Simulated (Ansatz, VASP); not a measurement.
Two plane-wave programs on SnO2

INCAR

```
SYSTEM = SnO2
PREC = Accurate
ENCUT = 520
EDIFF = 1E-7
ISMEAR = 0
SIGMA = 0.05
LREAL = .False.
LASPH = .True.
NELM = 60
ALGO = Normal
ISIF = 2
LWAVE = .False.
LCHARG = .False.
GGA = CA
NBANDS = 35
```

The input KPOINTS:

```
Automatic mesh
0
Gamma
  6 6 8
  0 0 0
```

The input POSCAR:

```
SnO2
1.0
    4.8626975673      0.0000000000      0.0000000000
    0.0000000000      4.8632134832      0.0000000000
    0.0000000000      0.0000000000      3.2851359508
Sn O
2 4
Direct
    0.5000000000      0.5000000000      0.5000000000
    0.0000000000      0.0000000000      0.0000000000
    0.3059920358      0.3407603117      0.0000000000
    0.8059920358      0.1592396883      0.5000000000
    0.1940079642      0.8407603117      0.5000000000
    0.6940079642      0.6592396883      0.0000000000
```

Input for Ansatz:

```yaml
crystal:
  lattice:
    - [4.8626975673, 0.0, 0.0]
    - [0.0, 4.8632134832, 0.0]
    - [0.0, 0.0, 3.2851359508]
  atoms:
    - { symbol: Sn, position: [0.5, 0.5, 0.5] }
    - { symbol: Sn, position: [0.0, 0.0, 0.0] }
    - { symbol: O, position: [0.3059920358, 0.3407603117, 0.0] }
    - { symbol: O, position: [0.8059920358, 0.1592396883, 0.5] }
    - { symbol: O, position: [0.1940079642, 0.8407603117, 0.5] }
    - { symbol: O, position: [0.6940079642, 0.6592396883, 0.0] }
basis:
  ecutwfc: 520.0
kpoints:
  mp_grid: { grid: [6, 6, 8] }
hamiltonian:
  xc: lda
  pseudopotentials: { kind: paw, azcp: { folder: soft_1 } }
scf:
  occupations: { method: gaussian, width: 0.05 }
output:
  forces: true
  stress: true
  eigenvalues: true
```

Alike in both runs: task single point; functional LDA; k mesh 6 × 6 × 8; occupations gaussian, width 0.05 eV; no spin polarisation.

|  | VASP | Ansatz |
| --- | --- | --- |
| version | VASP 6.6.1 | Ansatz 0.2.0 |
| potentials or method | VASP PAW LDA potentials, release 64 (Sn_d, O), cutoff 520 eV | scalar-relativistic, plane waves, PAW |
| valence electrons in the cell | 52 | 52 |

|  | VASP | Ansatz | Ansatz less VASP |
| --- | --- | --- | --- |
| gap on the k mesh at the Fermi level (eV) | 0.65 | 0.63 | -0.016 |
| least direct gap on the mesh (eV) | 0.65 | 0.63 | -0.016 |
| pressure (GPa) | -9.4 | -10.4 | -1.01 |
| traceless stress, the component that is largest in VASP (GPa) | 2.80 | 3.13 | +0.326 |
| rms of the force components (eV/Å) | 0.937 | 0.902 | -0.0352 |

Ansatz warns that its potentials were made for another functional, while VASP's fit it. LDA's correlation is that of Perdew and Zunger in VASP and of Perdew and Wang (1992) in Ansatz. Atom by atom the forces differ by 0.036 eV/Å (rms over components).
